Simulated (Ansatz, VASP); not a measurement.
**One calculation of Be, two programs**

```xyz
2
Lattice="2.2853 0.0000 0.0000 -1.1426 1.9791 0.0000 0.0000 0.0000 3.5484" Properties=species:S:1:pos:R:3 pbc="T T T"
Be    1.1427    0.6597    2.6613
Be    0.0000    1.3194    0.8871
```

Alike in both runs: functional PBEsol; k mesh 11 × 11 × 6; occupations fermi-dirac, width 0.05 eV; no spin polarisation.

```csv
,VASP,Ansatz
version,VASP 6.6.1,Ansatz 0.2.0
potentials or method,"VASP PAW PBE potentials, release 64 (Be)",Ansatz PAW
plane-wave cutoff (eV),520,420
valence electrons in the cell,4,4
task,single point,band structure
```

|  | VASP | Ansatz | Ansatz less VASP |
| --- | --- | --- | --- |
| gap on the k mesh at the Fermi level (eV) | none | none | - |
| pressure (GPa) | -2.3 | -2.7 | -0.35 |
| traceless stress, the component that is largest in VASP (GPa) | 3.49 | 3.43 | -0.056 |

VASP's potentials were made for PBE, not for PBEsol. A gap of «none» marks a metal or a gap that the smearing closes.
